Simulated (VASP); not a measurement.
A run of VASP 6.6.1 is set up as follows.

Contents of INCAR:

```
SYSTEM = Au
ALGO = Normal
EDIFF = 1E-6
ENCUT = 520
GGA = PE
ISIF = 2
ISMEAR = -1
LASPH = .True.
LCHARG = .False.
LREAL = .False.
LWAVE = .False.
NBANDS = 24
NELM = 60
PREC = Accurate
SIGMA = 0.1
```

Contents of KPOINTS:

```
k-points
0
Gamma
  9 9 13
  0 0 0
```

File POSCAR:

```
Au
1.0
    4.9222379133      0.0000000000      0.0000000000
   -2.4611189567      4.2627830764      0.0000000000
    0.0000000000      0.0000000000      2.9406547457
Au
3
Direct
    1.0000000000      1.0000000000      0.0000000000
    0.3333333333      0.6666666667      0.5000000000
    0.6666666667      0.3333333333      0.5000000000
```

Potentials or basis: VASP PAW PBE potentials, release 64 (Au).

Launch:

```sh
$ cat potpaw_PBE.64/Au/POTCAR > POTCAR
$ mpirun -np 1 vasp_std > vasp.out
```

Q: Predict the pressure.

A: -10.8 GPa.

Stress tensor (GPa, compression positive):
```
-10.66   0.00   0.00
  0.00 -10.66   0.00
  0.00   0.00 -11.07
```
